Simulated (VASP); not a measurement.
Write the native input for VASP 6.6.1 that does the following.

- Task: single point
- Functional: HSE06
- Potentials or basis: VASP PAW PBE potentials, release 64 (B, N)
- Cutoff: 520 eV
- k mesh: 8 × 8 × 8
- Occupations: gaussian, width 0.01 eV
- Spin: no spin polarisation
- Dipole correction: no
- Grid for exact exchange (PRECFOCK): Normal
- Further INCAR settings: ALGO = Normal; EDIFF = 1e-06; NBANDS = 11
- Share of exact exchange: 0.25
- Screening parameter: 0.2079 1/Å

Crystal: BN.

```xyz
2
Lattice="0.0000 1.8048 1.7507 1.8048 0.0000 1.7507 1.8048 1.8048 0.0000" Properties=species:S:1:pos:R:3 pbc="T T T"
B     0.0000    0.0000    0.0000
N     0.9024    0.9024    0.8753
```

This cell differs from its parent crystal: uniaxial z strain -3.0%.

The input as run:

POSCAR

```
BN
1.0
    0.0000000000      1.8048254650      1.7506807011
    1.8048254650      0.0000000000      1.7506807011
    1.8048254650      1.8048254650      0.0000000000
B N
1 1
Direct
    0.0000000000      0.0000000000      0.0000000000
    0.2500000000      0.2500000000      0.2500000000
```

INCAR.step1

```
SYSTEM = BN
PREC = Accurate
ENCUT = 520
EDIFF = 1E-5
ISMEAR = 0
SIGMA = 0.01
LREAL = .FALSE.
LASPH = .TRUE.
NELM = 100
ALGO = Normal
ISIF = 2
LWAVE = .TRUE.
NBANDS = 11
GGA = PE
```

INCAR.step2

```
SYSTEM = BN
PREC = Accurate
ENCUT = 520
EDIFF = 1E-6
ISMEAR = 0
SIGMA = 0.01
LREAL = .FALSE.
LASPH = .TRUE.
NELM = 100
ALGO = Normal
ISIF = 2
LWAVE = .FALSE.
LCHARG = .TRUE.
GGA = PE
LHFCALC = .TRUE.
HFSCREEN = 0.2079
PRECFOCK = Normal
LELF = .TRUE.
LVHAR = .TRUE.
NBANDS = 11
ISTART = 1
```

KPOINTS

```
regular mesh
0
G
  8 8 8
  0 0 0
```

Potentials or basis: VASP PAW PBE potentials, release 64 (B, N).

Command:

```sh
$ cat potpaw_PBE.64/B/POTCAR potpaw_PBE.64/N/POTCAR > POTCAR
$ cp INCAR.step1 INCAR
$ mpirun -np 1 vasp_std > vasp.out
$ cp INCAR.step2 INCAR
$ mpirun -np 1 vasp_std > vasp.out
```

Results of the run:

- Pressure: 8.6 GPa
- Band gap on the k mesh: 5.26 eV (least direct gap 10.40 eV)

Caveat: the cell differs from its parent crystal (uniaxial z strain -3.0%); the stress differs along the axes, from 2 to 22 GPa; the PAW data sets were made with another functional, which shifts forces and pressure a little.

It took 42 min on 1 thread of Intel Xeon 8259CL, with other jobs on the host, peak memory 0.2 GiB.
